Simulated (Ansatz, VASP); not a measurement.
# SnS7: VASP beside Ansatz

INCAR

```
PREC = Accurate ; ENCUT = 520
EDIFF = 1E-6 ; ISMEAR = 0
SIGMA = 0.1 ; LREAL = F
LASPH = T ; NELM = 80
ALGO = Normal ; ISIF = 2
LWAVE = F ; LCHARG = F
GGA = PE ; NBANDS = 38
```

The input KPOINTS:

```
Automatic mesh
0
Gamma
  4 4 4
```

The input POSCAR:

```
SnS7
1.0
    0.0000000000      4.4194645100      4.4194645100
    4.4194645100      0.0000000000      4.4194645100
    4.4194645100      4.4194645100      0.0000000000
Sn S
1 7
Direct
    0.0000000000      0.0000000000      0.0000000000
    0.5000000000      0.5000000000      0.5000000000
    0.0000000000      0.5000000000      0.0000000000
    0.5000000000      0.0000000000      0.0000000000
    0.0000000000      0.5000000000      0.5000000000
    0.5000000000      0.0000000000      0.5000000000
    0.0000000000      0.0000000000      0.5000000000
    0.5000000000      0.5000000000      0.0000000000
```

Input for Ansatz:

```yaml
crystal:
  lattice:
    - [0.0, 4.41946451, 4.41946451]
    - [4.41946451, 0.0, 4.41946451]
    - [4.41946451, 4.41946451, 0.0]
  atoms:
    - { symbol: Sn, position: [0.0, 0.0, 0.0] }
    - { symbol: S, position: [0.5, 0.5, 0.5] }
    - { symbol: S, position: [0.0, 0.5, 0.0] }
    - { symbol: S, position: [0.5, 0.0, 0.0] }
    - { symbol: S, position: [0.0, 0.5, 0.5] }
    - { symbol: S, position: [0.5, 0.0, 0.5] }
    - { symbol: S, position: [0.0, 0.0, 0.5] }
    - { symbol: S, position: [0.5, 0.5, 0.0] }
basis:
  ecutwfc: 420
kpoints:
  mp_grid: { grid: [4, 4, 4] }
hamiltonian:
  xc: pbe
scf:
  occupations: { method: gaussian, width: 0.1 }
  lower_state_search: "off"
output:
  forces: true
  stress: true
  eigenvalues: true
```

Change from the starting cell: species swapped into the SbPt7 type (Fm-3m, No. 225).

Alike in both runs: task single point; functional PBE; k mesh 4 × 4 × 4; occupations gaussian, width 0.1 eV; no spin polarisation.

```csv
,VASP,Ansatz
version,VASP 6.6.1,Ansatz 0.2.0
potentials or method,"VASP PAW PBE potentials, release 64 (Sn_d, S), cutoff 520 eV","scalar-relativistic, plane waves, PAW"
valence electrons in the cell,56,56
```

|  | VASP | Ansatz | Ansatz less VASP |
| --- | --- | --- | --- |
| gap on the k mesh at the Fermi level (eV) | none | none | - |
| pressure (GPa) | -8.4 | -8.4 | +0.05 |

A gap of «none» marks a metal or a gap that the smearing closes.
